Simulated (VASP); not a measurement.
# AgCl (P2_1/m) in VASP: single point with PBE

Aim: the single point of AgCl with PBE.

All numbers are computed with VASP 6.6.1; they aren't measurements. Logs are shortened: lines on timing, memory, paths and dates and some standing lists are left out, and cuts for length are marked.

**1. The cell of the first run**

It takes space group P2_1/m (No. 11, monoclinic). The conventional cell has a = 3.786 Å, b = 3.894 Å, c = 6.112 Å, α = 90.00°, β = 108.04°, γ = 90.00°. Within 3.4 Å of Ag (site symmetry m) lie 6 Cl at 2.56 to 3.29 Å and 2 Ag at 3.14 Å. Cl (site symmetry m) has 6 Ag at 2.56 to 3.29 Å within 3.4 Å.

**2. Single point, PBE (mode 18 (127.2 1/cm) frozen in, largest displacement -0.200 Å)**

INCAR reads:

```
SYSTEM = AgCl
  PREC = Accurate
  ENCUT = 520
  EDIFF = 1E-6
  ISMEAR = 0
  SIGMA = 0.05
  LREAL = .False.
  LASPH = .True.
  NELM = 100
  ALGO = Normal
  ISIF = 2
  LWAVE = .False.
  LCHARG = .True.
  GGA = PE
  LELF = .True.
  LVHAR = .True.
  NBANDS = 46
```

KPOINTS reads:

```
Automatic mesh
0
Gamma
  10 10 4
  0 0 0
```

POSCAR reads:

```
AgCl
1.0
   -3.7861669437      0.0000000000      0.0000000000
    0.0000000000      0.0000000000      3.8937085080
    0.0000000000     11.6224404486      0.0000000000
Ag Cl
4 4
Direct
    0.9850029938      0.7500000000      0.6060479495
    0.4850029938      0.7500000000      0.1060479495
    1.0149970062      0.2500000000      0.3939520505
    0.5149970062      0.2500000000      0.8939520505
    0.0528238725      0.2500000000      0.1335211316
    0.5528238725      0.2500000000      0.6335211316
   -0.0528238725      0.7500000000      0.8664788684
    0.4471761275      0.7500000000      0.3664788684
```

Potentials or basis: VASP PAW PBE potentials, release 64 (Ag, Cl).

Command:

```sh
$ cat potpaw_PBE.64/Ag/POTCAR potpaw_PBE.64/Cl/POTCAR > POTCAR
$ mpirun -np 1 vasp_std > vasp.out
```

OUTCAR:

```text
SYSTEM = AgCl
   PREC = Accurate
   ENCUT = 520
   EDIFF = 1E-6
   ISMEAR = 0
   LREAL = .False.
   LASPH = .True.
   NELM = 100
   ISIF = 2
   GGA = PE

 ion  position               nearest neighbor table
   1  0.985  0.750  0.606-   6 2.56   6 2.56   6 2.92   6 2.92   7 3.03   3 3.14   3 3.14
   2  0.485  0.750  0.106-   5 2.56   5 2.56   5 2.92   5 2.92   8 3.03   4 3.14   4 3.14
   3  0.015  0.250  0.394-   8 2.56   8 2.56   8 2.92   8 2.92   5 3.03   1 3.14   1 3.14
   4  0.515  0.250  0.894-   7 2.56   7 2.56   7 2.92   7 2.92   6 3.03   2 3.14   2 3.14
   5  0.053  0.250  0.134-   2 2.56   2 2.56   2 2.92   2 2.92   3 3.03
   6  0.553  0.250  0.634-   1 2.56   1 2.56   1 2.92   1 2.92   4 3.03
   7  0.947  0.750  0.866-   4 2.56   4 2.56   4 2.92   4 2.92   1 3.03
   8  0.447  0.750  0.366-   3 2.56   3 2.56   3 2.92   3 2.92   2 3.03

  LATTYP: Found a simple orthorhombic cell.
 ALAT       =     3.7861669437
 B/A-ratio  =     1.0284038094
 C/A-ratio  =     3.0697115635

  Lattice vectors:

 A1 = (  -3.7861669437,   0.0000000000,   0.0000000000)
 A2 = (   0.0000000000,   0.0000000000,   3.8937085080)
 A3 = (   0.0000000000,  11.6224404486,   0.0000000000)

Analysis of symmetry for initial positions (statically):
=====================================================================
 Subroutine PRICEL returns following result:

  LATTYP: Found a base centered orthorhombic cell.
 ALAT       =     3.7861669437
 B/A-ratio  =     3.0697115635
 C/A-ratio  =     1.0284038094

  Lattice vectors:

 A1 = (  -1.8930834718,   5.8112202243,   0.0000000000)
 A2 = (  -1.8930834719,  -5.8112202243,   0.0000000000)
 A3 = (   0.0000000000,   0.0000000000,   3.8937085080)

   2 primitive cells build up your supercell.

 Routine SETGRP: Setting up the symmetry group for a
 simple orthorhombic supercell.

 Subroutine GETGRP returns: Found  4 space group operations
 (whereof  2 operations were pure point group operations)
 out of a pool of  8 trial point group operations.

The static configuration has the point symmetry S_2 .
 The point group associated with its full space group is C_2h.

Analysis of symmetry for dynamics (positions and initial velocities):
=====================================================================
 Subroutine PRICEL returns following result:

  LATTYP: Found a base centered orthorhombic cell.
 ALAT       =     3.7861669437
[... 120 lines left out ...]
   LASPH  =      T    aspherical Exc in radial PAW
   ENCUT  =  520.0 eV  38.22 Ry    6.18 a.u.   7.04  7.24 21.61*2*pi/ulx,y,z
   NELM   =    100;   NELMIN=  2; NELMDL= -5     # of ELM steps
   EDIFF  = 0.1E-05   stopping-criterion for ELM
   LREAL  =      F    real-space projection
   EDIFFG = 0.1E-04   stopping-criterion for IOM
   NSW    =      0    number of steps for IOM
   IBRION =     -1    ionic relax: 0-MD 1-quasi-New 2-CG
   NFREE  =      0    steps in history (QN), initial steepest desc. (CG)
   ISIF   =      2    stress and relaxation
   ISYM   =      2    0-nonsym 1-usesym 2-fastsym
   POTIM  = 0.5000    time-step for ionic-motion
   TEBEG  =    0.0;   TEEND  =   0.0 temperature during run
   PSTRESS=    0.0 pullay stress
   NELECT =      72.0000    total number of electrons
   NUPDOWN=      -1.0000    fix difference up-down
   EMIN   =  10.00;   EMAX   =-10.00  energy-range for DOS
   EFERMI =   0.00;   METHOD = LEGACY
   ISMEAR =     0;   SIGMA  =   0.05  broadening in eV -4-tet -1-fermi 0-gaus
   EFERMI_NEDOS =   21; number of points for ismear=-14 and -15
   IALGO  =     38    algorithm
   IMIX   =      4    mixing-type and parameters
     AMIX     =   0.40;   BMIX     =  1.00
     AMIX_MAG =   1.60;   BMIX_MAG =  1.00
  volume/ion in A,a.u.               =      21.42       144.53
  Fermi-wavevector in a.u.,A,eV,Ry     =   1.226212  2.317204 20.457657  1.503595
  Thomas-Fermi vector in A             =   2.361221
   LORBIT       =      0    0 simple, 1 ext, 2 COOP (PROOUT), +10 PAW based schemes
   GGA     = PE    functional components
   LHFCALC =     F    Hartree Fock is set to
   AEXX    =    0.0000 exact exchange contribution
   IVDW    =     0    specifies the selected vdW correction
   LEPSILON=     F    determine dielectric tensor
   LRPA    =     F    only Hartree local field effects (RPA)
 non-spin polarized calculation
 Gauss-broadening in eV      SIGMA  =   0.05
  energy-cutoff  :      520.00
  volume of cell :      171.34
 maximum number of plane-waves:      4650
   NGX = 15   NGY = 15   NGZ = 43

 number of electron      72.0000011 magnetization

 Free energy of the ion-electron system (eV)
  ---------------------------------------------------
  ext. energy  EPLUGINS =         0.00000000
  ---------------------------------------------------
  free energy    TOTEN  =       -21.12028341 eV

  energy without entropy =      -21.12028341  energy(sigma->0) =      -21.12028341

 E-fermi :   4.0949     XC(G=0):  -9.9634

 val. band max:        3.9040117438   @ k =   0.5000   0.0000   0.5000
 cond. band min:       4.2821515417   @ k =   0.0000   0.0000   0.0000
 fundamental gap:      0.3781397979
 Fermi energy:         4.0949078775

 k-point     1 :       0.0000    0.0000    0.0000
  band No.  band energies     occupation
      1     -11.3114      2.00000
      2     -11.0973      2.00000
      3     -11.0451      2.00000
      4     -10.8249      2.00000
      5      -0.5550      2.00000
      6      -0.3418      2.00000
[... 1165 lines left out ...]
     45      11.9872      0.00000
     46      11.9872      0.00000

 [... further k-points ...]
[... 5 lines left out ...]
  --------------------------------------------------------------------------------------
  -------------------------------------------------------------------------------------
  Total        1.0625674      0.4235024      2.7208519     -0.5083707      0.0000000      0.0000000
  in kB        9.9358846      3.9600982     25.4422176     -4.7536864      0.0000000      0.0000000
  external PRESSURE =      13.1127334 kB  Pullay stress =       0.0000000 kB

 VOLUME and BASIS-vectors are now :
 -----------------------------------------------------------------------------
  energy-cutoff  :      520.00
  volume of cell :      171.34
      direct lattice vectors                 reciprocal lattice vectors
    -3.786166944  0.000000000  0.000000000    -0.264119363  0.000000000  0.000000000
     0.000000000  0.000000000  3.893708508     0.000000000  0.000000000  0.256824567
     0.000000000 11.622440449  0.000000000     0.000000000  0.086040449  0.000000000

 POSITION                                       TOTAL-FORCE (eV/Angst)
 -----------------------------------------------------------------------------------
     -3.72939      7.04376      2.92028        -0.390775     -0.073035     -0.000000
     -1.83630      1.23254      2.92028        -0.390775     -0.073035     -0.000000
     -0.05678      4.57868      0.97343         0.390775      0.073035     -0.000000
     -1.94986     10.38990      0.97343         0.390775      0.073035      0.000000
     -0.20000      1.55184      0.97343         0.442413     -0.029059      0.000000
     -2.09308      7.36306      0.97343         0.442413     -0.029059      0.000000
     -3.58617     10.07060      2.92028        -0.442413      0.029059      0.000000
     -1.69308      4.25938      2.92028        -0.442413      0.029059      0.000000
 -----------------------------------------------------------------------------------
    total drift:                               -0.000000      0.000000     -0.000000

  FREE ENERGIE OF THE ION-ELECTRON SYSTEM (eV)
  ---------------------------------------------------
  free  energy   TOTEN  =       -21.1202834085 eV

  energy  without entropy=      -21.1202834084  energy(sigma->0) =      -21.12028341
```

stdout:

```text
POSCAR found type information on POSCAR AgCl
 POSCAR found :  2 types and       8 ions
 scaLAPACK will be used
 LDA part: xc-table for (Slater+PW92), standard interpolation
 POSCAR, INCAR and KPOINTS ok, starting setup
 FFT: planning ... GRIDC
 FFT: planning ... GRID_SOFT
 FFT: planning ... GRID
 WAVECAR not read
 entering main loop
```

Run time: 40 min. Hardware: 1 thread of AMD EPYC, shared host; peak memory 0.76 GiB.

What came out:

| Property | Result |
| --- | --- |
| Free energy | -21.1203 eV |
| Pressure | 1.3 GPa |
| Largest force | 0.443 eV/Å |
| Band gap on the k mesh | 0.38 eV |

Forces on the atoms (eV/Å):
```
Ag  -0.391 -0.073  0.000
Ag  -0.391 -0.073  0.000
Ag   0.391  0.073  0.000
Ag   0.391  0.073  0.000
Cl   0.442 -0.029  0.000
Cl   0.442 -0.029  0.000
Cl  -0.442  0.029  0.000
Cl  -0.442  0.029  0.000
```

Caveat: the cell differs from its parent crystal (mode 18 (127.2 1/cm) frozen in, largest displacement -0.200 Å). A k mesh can miss the band edges.
